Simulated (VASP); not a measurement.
# NaAl2O3 (Cm) in VASP: single point with r2SCAN

Aim: the single point of NaAl2O3 with r2SCAN.

Everything below comes from runs of VASP 6.6.1. Logs are shortened: lines on timing, memory, paths and dates and some standing lists are left out, and cuts for length are marked.

## Step 1: The cell of the first run

The structure is monoclinic, space group Cm (No. 8). The conventional cell has a = 5.400 Å, b = 9.352 Å, c = 3.632 Å, α = 90.00°, β = 90.63°, γ = 90.00°. Na (site symmetry m) has 6 O at 2.62 to 2.67 Å and 12 Al at 3.59 to 3.62 Å and 2 Na at 3.63 Å within 3.7 Å. Al (site symmetry 1) has 3 O at 1.74 Å within 2.3 Å. O (site symmetry 1) has 2 Al at 1.74 Å within 2.3 Å. O (site symmetry m) has 2 Al at 1.74 Å within 2.3 Å.

## Step 2: Single point, r2SCAN

The input, POSCAR:

```
NaAl2O3
1.0
    2.6885797514     -4.6761705924      0.2460774224
    2.6885797514      4.6761705924      0.2460774224
   -0.3709478898      0.0000000000      3.6131874692
Na Al O
1 2 3
Direct
    0.6044393731      0.6044393731      0.3090597872
    0.9378445556      0.2711839931      0.8091177553
    0.2711839931      0.9378445556      0.8091177553
    0.6045252717      0.2482675802      0.8111588829
    0.2482675802      0.6045252717      0.8111588829
    0.9607878063      0.9607878063      0.8048489666
```

The input, INCAR.step1:

```
SYSTEM = NaAl2O3
PREC = Accurate
ENCUT = 520
ISMEAR = 0
SIGMA = 0.1
LREAL = .FALSE.
LASPH = .TRUE.
NELM = 60
NBANDS = 24
GGA = PE
ALGO = Normal
EDIFF = 1E-4
LWAVE = .TRUE.
LCHARG = .FALSE.
```

The input, INCAR.step2:

```
SYSTEM = NaAl2O3
PREC = Accurate
ENCUT = 520
EDIFF = 1E-6
ISMEAR = 0
SIGMA = 0.1
LREAL = .FALSE.
LASPH = .TRUE.
NELM = 60
ALGO = Normal
ISIF = 2
LWAVE = .FALSE.
LCHARG = .FALSE.
METAGGA = R2SCAN
LMIXTAU = .TRUE.
NBANDS = 24
ISTART = 1
```

The input, KPOINTS:

```
regular mesh
0
G
  8 8 8
  0 0 0
```

Potentials or basis: VASP PAW PBE potentials, release 64 (Na_pv, Al, O).

Launch:

```bash
$ cat potpaw_PBE.64/Na_pv/POTCAR potpaw_PBE.64/Al/POTCAR potpaw_PBE.64/O/POTCAR > POTCAR
$ cp INCAR.step1 INCAR
$ mpirun -np 1 vasp_std > vasp.out
$ cp INCAR.step2 INCAR
$ mpirun -np 1 vasp_std > vasp.out
```

OUTCAR:

```text
SYSTEM = NaAl2O3
   PREC = Accurate
   ENCUT = 520
   EDIFF = 1E-6
   ISMEAR = 0
   LREAL = .FALSE.
   LASPH = .TRUE.
   NELM = 60
   ISIF = 2
   METAGGA = R2SCAN
   ISTART = 1

 ion  position               nearest neighbor table
   1  0.604  0.604  0.309-
   2  0.938  0.271  0.809-   6 1.74   4 1.74   5 1.74   3 3.12   3 3.12   3 3.12
   3  0.271  0.938  0.809-   6 1.74   5 1.74   4 1.74   2 3.12   2 3.12   2 3.12
   4  0.605  0.248  0.811-   2 1.74   3 1.74
   5  0.248  0.605  0.811-   3 1.74   2 1.74
   6  0.961  0.961  0.805-   2 1.74   3 1.74

  LATTYP: Found a base centered monoclinic cell.
 ALAT       =     5.3996352386
 B/A-ratio  =     1.7320320302
 C/A-ratio  =     0.6726712229
 COS(beta)  =    -0.0110337224

  Lattice vectors:

 A1 = (   2.6885797514,  -4.6761705924,   0.2460774224)
 A2 = (   2.6885797514,   4.6761705924,   0.2460774224)
 A3 = (  -0.3709478898,   0.0000000000,   3.6131874692)

Analysis of symmetry for initial positions (statically):
=====================================================================
 Subroutine PRICEL returns:
 Original cell was already a primitive cell.

 Routine SETGRP: Setting up the symmetry group for a
 base centered monoclinic supercell.

 Subroutine GETGRP returns: Found  2 space group operations
 (whereof  2 operations were pure point group operations)
 out of a pool of  4 trial point group operations.

The static configuration has the point symmetry C_1h.

Analysis of symmetry for dynamics (positions and initial velocities):
=====================================================================
 Subroutine PRICEL returns:
 Original cell was already a primitive cell.

 Routine SETGRP: Setting up the symmetry group for a
 base centered monoclinic supercell.

 Subroutine GETGRP returns: Found  2 space group operations
 (whereof  2 operations were pure point group operations)
 out of a pool of  4 trial point group operations.

The dynamic configuration has the point symmetry C_1h.

 Subroutine INISYM returns: Found  2 space group operations
 (whereof  2 operations are pure point group operations),
 and found     1 'primitive' translations

----------------------------------------------------------------------------------------

                                     Primitive cell

  volume of cell :      91.7055

  direct lattice vectors                    reciprocal lattice vectors
     2.688579751 -4.676170592  0.246077422     0.184240557 -0.106925098  0.018915057
     2.688579751  4.676170592  0.246077422     0.184240557  0.106925098  0.018915057
    -0.370947890  0.000000000  3.613187469    -0.025095538  0.000000000  0.274187507

  length of vectors
     5.399591335  5.399591335  3.632179239     0.213858222  0.213858222  0.275333570

  position of ions in fractional coordinates (direct lattice)
     0.604439373  0.604439373  0.309059787
     0.937844556  0.271183993  0.809117755
     0.271183993  0.937844556  0.809117755
     0.604525272  0.248267580  0.811158883
     0.248267580  0.604525272  0.811158883
     0.960787806  0.960787806  0.804848967

  ion indices of the primitive-cell ions
   primitive index   ion index
                 1           1
                 2           2
                 3           3
                 4           4
                 5           5
                 6           6

----------------------------------------------------------------------------------------

 KPOINTS: regular mesh

Automatic generation of k-mesh.
 Grid dimensions read from file:
 generate k-points for:    8    8    8

 Generating k-lattice:

  Cartesian coordinates                     Fractional coordinates (reciprocal lattice)
     0.023030070 -0.013365637  0.002364382     0.125000000  0.000000000 -0.000000000
     0.023030070  0.013365637  0.002364382     0.000000000  0.125000000 -0.000000000
    -0.003136942  0.000000000  0.034273438     0.000000000  0.000000000  0.125000000

  Length of vectors
     0.026732278  0.026732278  0.034416696

  Shift w.r.t. Gamma in fractional coordinates (k-lattice)
     0.000000000  0.000000000  0.000000000

 Subroutine IBZKPT returns following result:
 ===========================================

 Found    150 irreducible k-points:

 Following reciprocal coordinates:
            Coordinates               Weight
  0.000000  0.000000  0.000000      1.000000
  0.125000 -0.000000  0.000000      4.000000
  0.250000 -0.000000  0.000000      4.000000
  0.375000 -0.000000  0.000000      4.000000
  0.500000 -0.000000  0.000000      2.000000
  0.125000  0.125000  0.000000      2.000000
[... 16 lines left out ...]
  0.125000 -0.000000  0.125000      4.000000
  0.250000 -0.000000  0.125000      4.000000
 [... further k-points ...]
   k-points           NKPTS =    150   k-points in BZ     NKDIM =    150   number of bands    NBANDS=     24
   number of dos      NEDOS =    301   number of ions     NIONS =      6
   total plane-waves  NPLWV =  44800
   dimension x,y,z NGX =    40 NGY =   40 NGZ =   28
   dimension x,y,z NGXF=    80 NGYF=   80 NGZF=   56
   ions per type =               1   2   3
   NGX,Y,Z   is equivalent  to a cutoff of  12.32, 12.32, 12.82 a.u.
   NGXF,Y,Z  is equivalent  to a cutoff of  24.63, 24.63, 25.63 a.u.
 SYSTEM =  NaAl2O3
   PREC   = accura    normal or accurate (medium, high low for compatibility)
   ISTART =      1    job   : 0-new  1-cont  2-samecut
   ICHARG =      0    charge: 1-file 2-atom 10-const
   ISPIN  =      1    spin polarized calculation?
   LNONCOLLINEAR =      F non collinear calculations
   LSORBIT =      F    spin-orbit coupling
   LASPH  =      T    aspherical Exc in radial PAW
   ENCUT  =  520.0 eV  38.22 Ry    6.18 a.u.  10.04 10.04  6.75*2*pi/ulx,y,z
   NELM   =     60;   NELMIN=  2; NELMDL=  0     # of ELM steps
   EDIFF  = 0.1E-05   stopping-criterion for ELM
   LREAL  =      F    real-space projection
   EDIFFG = 0.1E-04   stopping-criterion for IOM
   NSW    =      0    number of steps for IOM
   IBRION =     -1    ionic relax: 0-MD 1-quasi-New 2-CG
   NFREE  =      0    steps in history (QN), initial steepest desc. (CG)
   ISIF   =      2    stress and relaxation
   ISYM   =      2    0-nonsym 1-usesym 2-fastsym
   POTIM  = 0.5000    time-step for ionic-motion
   TEBEG  =    0.0;   TEEND  =   0.0 temperature during run
   PSTRESS=    0.0 pullay stress
   NELECT =      31.0000    total number of electrons
   NUPDOWN=      -1.0000    fix difference up-down
   EMIN   =  10.00;   EMAX   =-10.00  energy-range for DOS
   EFERMI =   0.00;   METHOD = LEGACY
   ISMEAR =     0;   SIGMA  =   0.10  broadening in eV -4-tet -1-fermi 0-gaus
   EFERMI_NEDOS =   21; number of points for ismear=-14 and -15
   IALGO  =     38    algorithm
   IMIX   =      4    mixing-type and parameters
     AMIX     =   0.40;   BMIX     =  1.00
     AMIX_MAG =   1.60;   BMIX_MAG =  1.00
  volume/ion in A,a.u.               =      15.28       103.14
  Fermi-wavevector in a.u.,A,eV,Ry     =   1.140417  2.155075 17.695057  1.300550
  Thomas-Fermi vector in A             =   2.277119
   LORBIT       =      0    0 simple, 1 ext, 2 COOP (PROOUT), +10 PAW based schemes
   METAGGA = R2SCAN    functional components
   LHFCALC =     F    Hartree Fock is set to
   AEXX    =    0.0000 exact exchange contribution
   IVDW    =     0    specifies the selected vdW correction
   LEPSILON=     F    determine dielectric tensor
   LRPA    =     F    only Hartree local field effects (RPA)
 non-spin polarized calculation
 Gauss-broadening in eV      SIGMA  =   0.10
  energy-cutoff  :      520.00
  volume of cell :       91.71
 maximum number of plane-waves:      2486
   NGX = 21   NGY = 21   NGZ = 13

 number of electron      30.9999996 magnetization

 Free energy of the ion-electron system (eV)
  ---------------------------------------------------
  ext. energy  EPLUGINS =         0.00000000
  ---------------------------------------------------
  free energy    TOTEN  =       -49.02800929 eV

  energy without entropy =      -49.02518555  energy(sigma->0) =      -49.02659742

 E-fermi :   4.6727     XC(G=0):  -9.2463

 val. band max:        4.5920022396   @ k =   0.2500   0.1250   0.2500
 cond. band min:       4.6887237822   @ k =  -0.3750   0.0000   0.2500
 fundamental gap:      0.0967215426
 Fermi energy:         4.6726951160

 k-point     1 :       0.0000    0.0000    0.0000
  band No.  band energies     occupation
      1     -21.3574      2.00000
      2     -21.3571      2.00000
      3     -21.2896      2.00000
      4     -17.7677      2.00000
      5     -16.9859      2.00000
      6     -16.9857      2.00000
[... 16 lines left out ...]
     23      11.4301      0.00000
     24      12.3443      0.00000

 k-point     2 :       0.1250   -0.0000    0.0000
  band No.  band energies     occupation
      1     -21.3576      2.00000
      2     -21.3573      2.00000
      3     -21.2896      2.00000
      4     -17.7388      2.00000
      5     -17.0114      2.00000
      6     -16.9935      2.00000
[... 16 lines left out ...]
     23      12.0737      0.00000
     24      12.2254      0.00000

 k-point     3 :       0.2500   -0.0000    0.0000
  band No.  band energies     occupation
      1     -21.3583      2.00000
      2     -21.3576      2.00000
      3     -21.2896      2.00000
      4     -17.6575      2.00000
      5     -17.0851      2.00000
      6     -17.0118      2.00000
[... 16 lines left out ...]
     23      12.7286      0.00000
     24      12.9552      0.00000

 k-point     4 :       0.3750   -0.0000    0.0000
  band No.  band energies     occupation
      1     -21.3591      2.00000
      2     -21.3578      2.00000
      3     -21.2895      2.00000
      4     -17.5429      2.00000
      5     -17.1929      2.00000
      6     -17.0294      2.00000
[... 16 lines left out ...]
     23      13.2551      0.00000
     24      13.6240      0.00000

 k-point     5 :       0.5000   -0.0000    0.0000
  band No.  band energies     occupation
      1     -21.3595      2.00000
      2     -21.3579      2.00000
      3     -21.2895      2.00000
      4     -17.4621      2.00000
      5     -17.2711      2.00000
      6     -17.0367      2.00000
[... 16 lines left out ...]
     23      12.8548      0.00000
     24      13.9917      0.00000

 k-point     6 :       0.1250    0.1250    0.0000
  band No.  band energies     occupation
      1     -21.3579      2.00000
      2     -21.3577      2.00000
      3     -21.2896      2.00000
      4     -17.6836      2.00000
      5     -17.0587      2.00000
      6     -17.0090      2.00000
[... 16 lines left out ...]
     23      12.5131      0.00000
     24      12.7174      0.00000
[... 379 lines left out ...]
 k-point    21 :       0.5000    0.5000    0.0000
  band No.  band energies     occupation
      1     -21.3597      2.00000
      2     -21.3576      2.00000
      3     -21.2895      2.00000
      4     -17.4622      2.00000
      5     -17.2709      2.00000
      6     -17.0367      2.00000
[... 16 lines left out ...]
     23      12.8540      0.00000
     24      13.9896      0.00000

 k-point    22 :       0.0000    0.0000    0.1250
  band No.  band energies     occupation
      1     -21.3563      2.00000
      2     -21.3559      2.00000
      3     -21.2949      2.00000
      4     -17.7510      2.00000
      5     -16.9795      2.00000
      6     -16.9794      2.00000
[... 16 lines left out ...]
     23      11.6977      0.00000
     24      11.6982      0.00000

 k-point    23 :       0.1250   -0.0000    0.1250
  band No.  band energies     occupation
      1     -21.3564      2.00000
      2     -21.3561      2.00000
      3     -21.2949      2.00000
      4     -17.7223      2.00000
      5     -17.0049      2.00000
      6     -16.9870      2.00000
[... 16 lines left out ...]
     23      12.1707      0.00000
     24      12.4806      0.00000

 k-point    24 :       0.2500   -0.0000    0.1250
  band No.  band energies     occupation
      1     -21.3571      2.00000
      2     -21.3564      2.00000
      3     -21.2948      2.00000
      4     -17.6425      2.00000
      5     -17.0780      2.00000
      6     -17.0045      2.00000
[... 16 lines left out ...]
     23      12.9910      0.00000
     24      13.3570      0.00000

 [... further k-points ...]

------------------------ aborting loop because EDIFF is reached ----------------------------------------

  FORCE on cell =-STRESS in cart. coord.  units (eV):
  Direction    XX          YY          ZZ          XY          YZ          ZX
  --------------------------------------------------------------------------------------
  -------------------------------------------------------------------------------------
  Total       -2.3265421     -2.3512294     -0.6986979      0.0000000      0.0000000     -0.1294793
  in kB      -40.6467569    -41.0780658    -12.2068734      0.0000000      0.0000000     -2.2621175
  external PRESSURE =     -31.3105654 kB  Pullay stress =       0.0000000 kB

 VOLUME and BASIS-vectors are now :
 -----------------------------------------------------------------------------
  energy-cutoff  :      520.00
  volume of cell :       91.71
      direct lattice vectors                 reciprocal lattice vectors
     2.688579751 -4.676170592  0.246077422     0.184240557 -0.106925098  0.018915057
     2.688579751  4.676170592  0.246077422     0.184240557  0.106925098  0.018915057
    -0.370947890  0.000000000  3.613187469    -0.025095538  0.000000000  0.274187507

 POSITION                                       TOTAL-FORCE (eV/Angst)
 -----------------------------------------------------------------------------------
      3.13552      0.00000      1.41417         0.009243     -0.000000      0.014543
      2.95043     -3.11742      3.22101        -0.001818      0.000219     -0.003293
      2.95043      3.11742      3.22101        -0.001818     -0.000219     -0.003293
      1.99190     -1.66592      3.14072        -0.112816     -0.193109     -0.015580
      1.99190      1.66592      3.14072        -0.112816      0.193109     -0.015580
      4.86775      0.00000      3.38093         0.220025     -0.000000      0.023203
 -----------------------------------------------------------------------------------
    total drift:                                0.010561     -0.000000      0.017333

  FREE ENERGIE OF THE ION-ELECTRON SYSTEM (eV)
  ---------------------------------------------------
  free  energy   TOTEN  =       -49.0280092936 eV

  energy  without entropy=      -49.0251855455  energy(sigma->0) =      -49.02659742
```

It took 14 min on 1 thread of Intel Xeon Platinum 8259CL at 2.50GHz (Skylake/Cascade Lake), shared host; peak memory 0.41 GiB.

What came out:

| Quantity | Value |
| --- | --- |
| Free energy | -49.0280 eV |
| Pressure | -3.1 GPa |
| Largest force | 0.224 eV/Å |
| Band gap on the k mesh | zero (an odd number of electrons rules out a gap without spin polarisation) |

Forces on the atoms (eV/Å):
```
Na   0.009  0.000  0.015
Al  -0.002  0.000 -0.003
Al  -0.002  0.000 -0.003
O   -0.113 -0.193 -0.016
O   -0.113  0.193 -0.016
O    0.220  0.000  0.023
```

Caveat: the cell stands under tension; the PAW data sets were made with another functional, which shifts forces and pressure a little; an odd number of electrons without spin polarisation forces a metal; a magnetic or distorted state may lie lower.

The gap in the log of VASP goes by the Fermi energy; the results here count the filled bands.